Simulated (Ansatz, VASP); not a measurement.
**P: VASP beside Ansatz**

File POSCAR:

```
P
1.0
    3.0910000000      0.0000000000      0.0000000000
   -1.5455000000      2.6768845231      0.0000000000
    0.0000000000      0.0000000000     28.0000000000
P
2
Direct
    0.3333333333      0.6666666667      0.5046785714
    0.6666666667      0.3333333333      0.4953214286
```

INCAR.step1

```
SYSTEM = P
ALGO = Normal
DIPOL = 0.5 0.5 0.500
EDIFF = 1E-4
ENCUT = 520
GGA = PE
IDIPOL = 3
ISMEAR = 0
LASPH = .TRUE.
LCHARG = .FALSE.
LDIPOL = .TRUE.
LREAL = .FALSE.
LWAVE = .TRUE.
NBANDS = 12
NELM = 100
PREC = Accurate
SIGMA = 0.02
```

Contents of INCAR.step2:

```
SYSTEM = P
ALGO = Normal
DIPOL = 0.5 0.5 0.500
EDIFF = 1E-6
ENCUT = 520
IDIPOL = 3
ISIF = 2
ISMEAR = 0
ISTART = 1
LASPH = .TRUE.
LCHARG = .FALSE.
LDIPOL = .TRUE.
LMIXTAU = .TRUE.
LREAL = .FALSE.
LWAVE = .FALSE.
METAGGA = R2SCAN
NBANDS = 12
NELM = 100
PREC = Accurate
SIGMA = 0.02
```

Contents of KPOINTS:

```
k-points
0
G
  9 9 1
  0 0 0
```

Input for Ansatz:

```yaml
crystal:
  lattice:
    - [3.091, 0.0, 0.0]
    - [-1.5455, 2.6768845231, 0.0]
    - [0.0, 0.0, 28.0]
  atoms:
    - { symbol: P, position: [0.3333333333, 0.6666666667, 0.5046785714] }
    - { symbol: P, position: [0.6666666667, 0.3333333333, 0.4953214286] }
  periodic: [true, true, false]
basis:
  ecutwfc: 500
kpoints:
  mp_grid: { grid: [9, 9, 1] }
hamiltonian:
  xc: r2scan
scf:
  occupations: { method: gaussian, width: 0.02 }
output:
  forces: true
  stress: true
  eigenvalues: true
```

Alike in both runs: task single point; functional r2SCAN; k mesh 9 × 9 × 1; occupations gaussian, width 0.02 eV; no spin polarisation.

|  | VASP | Ansatz |
| --- | --- | --- |
| version | VASP 6.6.1 | Ansatz 0.2.0 |
| potentials or method | VASP PAW PBE potentials, release 64 (P), cutoff 520 eV | scalar-relativistic, plane waves, PAW |
| valence electrons in the cell | 10 | 10 |

```tsv
	VASP	Ansatz	Ansatz less VASP
gap on the k mesh at the Fermi level (eV)	none	none	-
rms of the force components (eV/Å)	2.221	2.269	+0.0475
```

VASP's potentials were made for PBE, not for r2SCAN. Atom by atom the forces differ by 0.048 eV/Å (rms over components). A gap of «none» marks a metal or a gap that the smearing closes.
